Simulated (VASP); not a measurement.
# N in VASP: notebook

Runs on N. Level: PBE+D3(BJ). Tasks: single point.

All numbers are computed with VASP 6.6.1; they aren't measurements. Logs are shortened: lines on timing, memory, paths and dates and some standing lists are left out, and cuts for length are marked.

**1. The cell of the first run**

The cell holds a disordered packing, 24 atoms: a = 8.862 Å, b = 8.862 Å, c = 8.862 Å, α = 90.00°, β = 90.00°, γ = 90.00°.

**2. Single point, PBE+D3(BJ)**

The input, INCAR:

```
ALGO = Normal ; EDIFF = 1E-6
ENCUT = 910 ; GGA = PE
GGA_COMPAT = F ; ISIF = 2
ISMEAR = -1 ; IVDW = 12
LASPH = T ; LCHARG = T
LELF = T ; LREAL = Auto
LVHAR = T ; LWAVE = F
NBANDS = 78 ; NELM = 120
PREC = Accurate ; SIGMA = 0.05
```

The input, KPOINTS:

```
k-points
0
Gamma
  1 1 1
```

The input, POSCAR:

```
N
1.0
    8.8620950000      0.0000000000      0.0000000000
    0.0000000000      8.8620950000      0.0000000000
    0.0000000000      0.0000000000      8.8620950000
N
24
Direct
    0.7437067646      0.5187712386      0.3573647089
    0.8390679630      0.5342641892      0.4323131269
    0.6679797497      0.9141179371      0.6754610507
    0.6740505490      0.8517286262      0.7840471130
    0.2266055600      0.1439388768      0.8605414408
    0.2843684253      0.1248688939      0.7522261948
    0.5566742401      0.2866252280      0.0635741323
    0.6753933466      0.3125558911      0.0685729503
   -0.0056081547      0.1301836642      0.5563808558
   -0.0393135032      0.2039698288      0.4617982543
    0.2171157046      0.5597096398      0.8866075121
    0.2424708830      0.6242203452      0.7854576147
    0.2942757892      0.4416901421      0.3225196751
    0.2141367250      0.3656810269      0.2593291992
    0.2582459339      0.8580702419      0.3800230081
    0.2225997352      0.9774663892      0.3663467837
    0.4780923698      0.7439662969      0.0634612922
    0.5188163747      0.7131835080      0.1757936470
    0.5131969359      0.2025593271      0.4035276083
    0.5298408559      0.2463751517      0.5150700822
    0.9053502586      0.3864323278      0.7860669514
    0.8229882438      0.4793561793      0.7836860246
   -0.0083727380      0.9353205986      1.0260214994
   -0.1063856797      1.0068612444      1.0182693821
```

Potentials or basis: VASP PAW PBE potentials, release 64 (N_h).

Command:

```sh
$ cat potpaw_PBE.64/N_h/POTCAR > POTCAR
$ mpirun -np 1 vasp_gam > vasp.out
```

OUTCAR:

```text
EDIFF = 1E-6
   ENCUT = 910
   GGA = PE
   ISIF = 2
   ISMEAR = -1
   IVDW = 12
   LASPH = T
   LREAL = Auto
   NELM = 120
   PREC = Accurate
 IVDW          = 12

 ion  position               nearest neighbor table
   1  0.744  0.519  0.357-   2 1.08
   2  0.839  0.534  0.432-   1 1.08
   3  0.668  0.914  0.675-   4 1.11
   4  0.674  0.852  0.784-   3 1.11
   5  0.227  0.144  0.861-   6 1.10
   6  0.284  0.125  0.752-   5 1.10
[... 16 lines left out ...]
  23  0.992  0.935  0.026-  24 1.08
  24  0.894  0.007  0.018-  23 1.08

  LATTYP: Found a simple cubic cell.
 ALAT       =     8.8620950000

  Lattice vectors:

 A1 = (   8.8620950000,   0.0000000000,   0.0000000000)
 A2 = (   0.0000000000,   8.8620950000,   0.0000000000)
 A3 = (   0.0000000000,   0.0000000000,   8.8620950000)

Analysis of symmetry for initial positions (statically):
=====================================================================
 Subroutine PRICEL returns:
 Original cell was already a primitive cell.

 Routine SETGRP: Setting up the symmetry group for a
 simple cubic supercell.

 Subroutine GETGRP returns: Found  1 space group operations
 (whereof  1 operations were pure point group operations)
 out of a pool of 48 trial point group operations.

The static configuration has the point symmetry C_1 .

Analysis of symmetry for dynamics (positions and initial velocities):
=====================================================================
 Subroutine PRICEL returns:
 Original cell was already a primitive cell.

 Routine SETGRP: Setting up the symmetry group for a
 simple cubic supercell.

 Subroutine GETGRP returns: Found  1 space group operations
 (whereof  1 operations were pure point group operations)
 out of a pool of 48 trial point group operations.

The dynamic configuration has the point symmetry C_1 .

 Subroutine INISYM returns: Found  1 space group operations
 (whereof  1 operations are pure point group operations),
 and found     1 'primitive' translations

----------------------------------------------------------------------------------------

                                     Primitive cell

  volume of cell :     695.9999

  direct lattice vectors                    reciprocal lattice vectors
[... 109 lines left out ...]
   EDIFFG = 0.1E-04   stopping-criterion for IOM
   NSW    =      0    number of steps for IOM
   IBRION =     -1    ionic relax: 0-MD 1-quasi-New 2-CG
   NFREE  =      0    steps in history (QN), initial steepest desc. (CG)
   ISIF   =      2    stress and relaxation
   ISYM   =      2    0-nonsym 1-usesym 2-fastsym
   POTIM  = 0.5000    time-step for ionic-motion
   TEBEG  =    0.0;   TEEND  =   0.0 temperature during run
   PSTRESS=    0.0 pullay stress
   NELECT =     120.0000    total number of electrons
   NUPDOWN=      -1.0000    fix difference up-down
   EMIN   =  10.00;   EMAX   =-10.00  energy-range for DOS
   EFERMI =   0.00;   METHOD = LEGACY
   ISMEAR =    -1;   SIGMA  =   0.05  broadening in eV -4-tet -1-fermi 0-gaus
   EFERMI_NEDOS =   21; number of points for ismear=-14 and -15
   IALGO  =     38    algorithm
   IMIX   =      4    mixing-type and parameters
     AMIX     =   0.40;   BMIX     =  1.00
     AMIX_MAG =   1.60;   BMIX_MAG =  1.00
  volume/ion in A,a.u.               =      29.00       195.70
  Fermi-wavevector in a.u.,A,eV,Ry     =   0.911169  1.721859 11.295946  0.830229
  Thomas-Fermi vector in A             =   2.035417
   LORBIT       =      0    0 simple, 1 ext, 2 COOP (PROOUT), +10 PAW based schemes
   GGA     = PE    functional components
   LHFCALC =     F    Hartree Fock is set to
   AEXX    =    0.0000 exact exchange contribution
   IVDW    =    12    specifies the selected vdW correction
   LEPSILON=     F    determine dielectric tensor
   LRPA    =     F    only Hartree local field effects (RPA)
 non-spin polarized calculation
  energy-cutoff  :      910.00
  volume of cell :      696.00
 maximum number of plane-waves:     21754
 NGX is ok and might be reduce to    90
   NGX = 43   NGY = 43   NGZ = 43

 number of electron     120.0000000 magnetization

 Free energy of the ion-electron system (eV)
  ---------------------------------------------------
  ext. energy  EPLUGINS =         0.00000000
  ---------------------------------------------------
  free energy    TOTEN  =      -201.47825870 eV

  energy without entropy =     -201.47825870  energy(sigma->0) =     -201.47825870

 E-fermi :  -5.6975     XC(G=0):  -5.5112

 val. band max:       -6.9697147469   @ k =   0.0000   0.0000   0.0000
 cond. band min:       0.4692461225   @ k =   0.0000   0.0000   0.0000
 fundamental gap:      7.4389608694
 Fermi energy:        -5.6974984119

 k-point     1 :       0.0000    0.0000    0.0000
  band No.  band energies     occupation
      1     -25.7041      2.00000
      2     -25.6399      2.00000
      3     -25.5599      2.00000
      4     -25.5241      2.00000
      5     -25.4873      2.00000
      6     -25.3451      2.00000
[... 64 lines left out ...]
     71       0.9872      0.00000
     72       1.0442      0.00000
 [bands above 72 left out]

------------------------ aborting loop because EDIFF is reached ----------------------------------------

 Edisp (eV)   -0.98527

 E8    (eV) :    -0.2328

  FORCE on cell =-STRESS in cart. coord.  units (eV):
  Direction    XX          YY          ZZ          XY          YZ          ZX
  --------------------------------------------------------------------------------------
  -------------------------------------------------------------------------------------
  Total       7.56559    -0.02381     6.55625    -1.76542     0.01276     1.00226
  in kB      17.41584    -0.05482    15.09234    -4.06397     0.02938     2.30718
  external pressure =       10.82 kB  Pullay stress =        0.00 kB

 VOLUME and BASIS-vectors are now :
 -----------------------------------------------------------------------------
  energy-cutoff  :      910.00
  volume of cell :      696.00
      direct lattice vectors                 reciprocal lattice vectors
     8.862095000  0.000000000  0.000000000     0.112840135  0.000000000  0.000000000
     0.000000000  8.862095000  0.000000000     0.000000000  0.112840135  0.000000000
     0.000000000  0.000000000  8.862095000     0.000000000  0.000000000  0.112840135

 POSITION                                       TOTAL-FORCE (eV/Angst)
 -----------------------------------------------------------------------------------
      6.59080      4.59740      3.16700        -2.194408     -0.393721     -1.724434
      7.43590      4.73470      3.83120         2.247319      0.447665      1.718276
      5.91970      8.10100      5.98600         0.048455     -0.590647      1.012403
      5.97350      7.54810      6.94830        -0.040228      0.593815     -1.072890
      2.00820      1.27560      7.62620        -0.040706      0.069203      0.201019
      2.52010      1.10660      6.66630         0.124176     -0.056699     -0.141936
[... 16 lines left out ...]
      8.78790      8.28890      0.23060         3.115095     -2.308860      0.274405
      7.91929      0.06080      0.16190        -3.116916      2.288164     -0.218769
 -----------------------------------------------------------------------------------
    total drift:                               -0.004093     -0.007644      0.005588

  FREE ENERGIE OF THE ION-ELECTRON SYSTEM (eV)
  ---------------------------------------------------
  free  energy   TOTEN  =      -202.4635254823 eV

  energy  without entropy=     -202.4635254823  energy(sigma->0) =     -202.46352548
```

stdout:

```text
POSCAR found type information on POSCAR N
 POSCAR found :  1 types and      24 ions
 scaLAPACK will be used
 LDA part: xc-table for (Slater+PW92), standard interpolation
 POSCAR, INCAR and KPOINTS ok, starting setup
 FFT: planning ... GRIDC
 FFT: planning ... GRID_SOFT
 FFT: planning ... GRID
 WAVECAR not read
 entering main loop
```

Run time: 3.6 min. Hardware: 1 thread of Intel Xeon Platinum 8488C (Sapphire Rapids), shared host; peak memory 1.1 GiB.

What came out:

- Free energy: -202.4635 eV
- Pressure: 1.1 GPa
- Largest force: 4.798 eV/Å
- Dispersion energy per atom: -0.041 eV

Forces on the atoms (eV/Å):
```
N   -2.194 -0.394 -1.724
N    2.247  0.448  1.718
N    0.048 -0.591  1.012
N   -0.040  0.594 -1.073
N   -0.041  0.069  0.201
N    0.124 -0.057 -0.142
N   -3.747 -0.813 -0.234
N    3.720  0.807  0.175
N   -0.195  0.168 -0.241
N    0.015 -0.210  0.234
N   -0.489 -1.260  1.969
N    0.487  1.259 -1.994
N   -2.151 -1.883 -1.659
N    2.017  1.998  1.582
N   -0.360  1.073 -0.102
N    0.427 -1.167  0.053
N   -0.457  0.334 -1.192
N    0.446 -0.273  1.184
N   -0.573 -1.837 -4.294
N    0.726  1.720  4.420
N    0.152 -0.153  0.042
N   -0.163  0.189  0.008
N    3.115 -2.309  0.274
N   -3.117  2.288 -0.219
```

Caveat: the k points lie up to 0.71 Å⁻¹ apart; the cutoff is under 1.25 times the usual one of these potentials, so pressure, stress and relaxed cells hold a basis-set (Pulay) error.

(Part 1 of 2 ends here.)
